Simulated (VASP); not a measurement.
Runs of VASP 6.6.1 on N. Symmetry: P2_13, No. 198, cubic system. Conventional cell: a = 5.815 Å, b = 5.815 Å, c = 5.815 Å, α = 90.00°, β = 90.00°, γ = 90.00°. Within 1.5 Å of N (site symmetry 3) lie 1 N at 1.11 Å. Within 1.5 Å of N (site symmetry 3) lie 1 N at 1.11 Å. 

| level | potentials or basis | k mesh | smearing | gap on the mesh (eV) | pressure (GPa) | largest force (eV/Å) |
| --- | --- | --- | --- | --- | --- | --- |
| r2SCAN | VASP PAW PBE potentials, release 64 (N) | 4 × 4 × 4 | gaussian 0.01 eV | 8.13 | -0.1 | (b) |
| LDA | VASP PAW LDA potentials, release 64 (N) | 5 × 5 × 5 | fermi-dirac 0.05 eV | 7.26 | -1.1 | 0.36 |
| LDA | VASP PAW LDA potentials, release 64 (N) | 4 × 4 × 4 | gaussian 0.01 eV | 7.26 | -1.1 | 0.36 |
| PBEsol | VASP PAW PBE potentials, release 64 (N) | 5 × 5 × 5 | fermi-dirac 0.05 eV | 7.40 | 1.0 | (a) |

Alike in all rows: task single point; no spin polarisation; cell as given; cutoff (eV) 520.

Question: Estimate the missing entries.

Answer: (a) 0.90; (b) 0.20.

Caveats: the standard files for N, O and F lose accuracy on very short bonds; the PAW data sets were made with another functional, which shifts forces and pressure a little (some runs).

A k mesh can miss the band edges.
